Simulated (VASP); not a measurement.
## Ge: relaxation of cell and atoms with r2SCAN

Ge:

```xyz
1
Lattice="2.6800 0.0000 0.0000 0.0000 2.6800 0.0000 0.0000 0.0000 2.6800" Properties=species:S:1:pos:R:3 pbc="T T T"
Ge    0.0000    0.0000    0.0000
```

| Quantity | Value |
| --- | --- |
| Program | VASP 6.6.1 |
| Task | relaxation of cell and atoms |
| Functional | r2SCAN |
| Potentials or basis | VASP PAW PBE potentials, release 64 (Ge_d) |
| Cutoff | 600 eV |
| k mesh | 8 × 8 × 8 |
| Occupations | methfessel-paxton, width 0.05 eV |
| Spin | no spin polarisation |
| Dipole correction | no |
| Further INCAR settings | ALGO = Normal; EDIFF = 1e-06; IBRION = 2; EDIFFG = -0.01; NSW = 60; ISIF = 3 |

```json
{"Relaxed volume": "19.52 Å³/atom", "Relaxed cell": "a = 2.693 Å, b = 2.693 Å, c = 2.693 Å, α = 90.00°, β = 90.00°, γ = 90.00°", "Space group after relaxing (to 0.05 Å)": "Pm-3m (No. 221)", "Energy gained by relaxing": "0.6 meV/atom", "Ionic steps": "2", "Pressure after relaxing": "0.0 GPa", "Band gap on the k mesh": "zero (band 7 reaches 13.04 eV, above the bottom of band 8 at 3.21 eV)"}
```

The path:
```csv
step,energy change (eV),largest force (eV/Å),pressure (GPa),volume (Å³)
1,0.0000,0.0000,0.81,19.25
2,-0.0006,0.0000,-0.04,19.52
```

Final structure:
```cif
data_structure
_symmetry_space_group_name_H-M 'P 1'
_symmetry_Int_Tables_number 1
_cell_length_a 2.6926
_cell_length_b 2.6926
_cell_length_c 2.6926
_cell_angle_alpha 90.000
_cell_angle_beta 90.000
_cell_angle_gamma 90.000
_cell_volume 19.52
loop_
_atom_site_label
_atom_site_type_symbol
_atom_site_fract_x
_atom_site_fract_y
_atom_site_fract_z
_atom_site_occupancy
Ge1 Ge 0.00000 0.00000 0.00000 1
```

Levels at points of the mesh, in eV from the Fermi level:
```csv
k point,band 3,band 4,band 5,band 6,band 7,band 8,band 9,band 10,band 11
"(0.00, 0.00, 0.00)",-25.18,-25.18,-25.18,-13.57,6.98,6.98,6.98,10.49,10.49
"(0.50, 0.00, 0.00)",-25.26,-25.25,-25.18,-9.56,-6.02,10.08,10.08,13.80,16.36
"(0.50, 0.50, 0.00)",-25.25,-25.25,-25.11,-5.23,-2.84,-2.84,3.49,13.19,20.62
"(0.50, 0.50, 0.50)",-25.35,-25.10,-25.10,-0.12,0.19,0.19,0.19,7.27,7.27
```

It took 40 s on 1 thread of Intel(R) Xeon(R) Platinum 8259CL CPU @ 2.50GHz (Skylake/Cascade Lake), with other jobs on the host, peak memory 0.15 GiB.

Caveat: the PAW data sets were made with another functional, which shifts forces and pressure a little.
